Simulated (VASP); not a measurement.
## BN: single point with r2SCAN

BN:

```
CELL_PARAMETERS angstrom
2.46617 0.00000 0.00000
-1.23308 2.13576 0.00000
0.00000 0.00000 3.96064
ATOMIC_POSITIONS crystal
B 0.00000 0.00000 0.00000
B 0.00000 0.00000 0.50000
N 0.33333 0.66667 0.25000
N 0.66667 0.33333 0.75000
```

This cell differs from its parent crystal: volume changed by -3%.

```json
{
  "Program": "VASP 6.6.1",
  "Task": "single point",
  "Functional": "r2SCAN",
  "Potentials or basis": "VASP PAW PBE potentials, release 64 (B, N)",
  "Cutoff": "520 eV",
  "k mesh": "9 × 9 × 6",
  "Occupations": "gaussian, width 0.01 eV",
  "Spin": "no spin polarisation"
}
```

```json
{
  "Pressure": "13.1 GPa",
  "Band gap on the k mesh": "2.05 eV, indirect (least direct gap 5.91 eV)"
}
```

Stress tensor (GPa, compression positive):
```
12.73  0.00  0.00
 0.00 12.73  0.00
 0.00  0.00 13.76
```

Levels at points of the mesh, in eV from the valence-band top:
```
           k point  band 6  band 7  band 8  band 9  band 10  band 11
(0.00, 0.00, 0.00)   -0.71   -0.71   -0.11    6.69     9.33     9.47
(0.00, 0.00, 0.50)   -0.96   -0.96   -0.96    8.06     8.06     8.72
```

Wall time 36 s on 1 thread of AMD EPYC 9R45 96-Core Processor (Zen 5), with other jobs on the host, peak memory 0.1 GiB.

Caveat: the PAW data sets were made with another functional, which shifts forces and pressure a little. A k mesh can miss the band edges.
